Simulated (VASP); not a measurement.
A run of VASP 6.6.1 is set up as follows.

The input INCAR:

```
PREC = Accurate
ENCUT = 520
EDIFF = 1E-6
ISMEAR = 0
SIGMA = 0.1
LREAL = False
LASPH = True
NELM = 80
ALGO = Normal
ISIF = 2
LWAVE = False
LCHARG = False
GGA = PE
NBANDS = 34
```

The input KPOINTS:

```
regular mesh
0
Gamma
  6 6 4
```

Contents of POSCAR:

```
V
1.0
    2.0871857198     -1.5194361984      0.1805050292
    2.0871857198      1.5194361984      0.1805050292
   -0.6984504434      0.0000000000      8.4464096573
V
4
Direct
    0.2500425458      0.2500425458      0.1250106398
    0.7499574542      0.7499574542      0.8749893602
    0.2499929305      0.2499929305      0.6250189784
    0.7500070695      0.7500070695      0.3749810216
```

Potentials or basis: VASP PAW PBE potentials, release 64 (V_sv).

Command:

```bash
$ cat potpaw_PBE.64/V_sv/POTCAR > POTCAR
$ mpirun -np 1 vasp_std > vasp.out
```

Problem. Estimate the pressure.

Solution. 0.2 GPa.

Problem. Estimate the band gap on the k mesh.

Solution. Zero (bands 26 and 27 overlap by 1.41 eV).

Stress tensor (GPa, compression positive):
```
 0.26  0.00 -0.05
 0.00  0.27  0.00
-0.05  0.00  0.17
```

Caveat: the k points lie up to 0.43 Å⁻¹ apart, too coarse for converged energies and pressures of a metal.
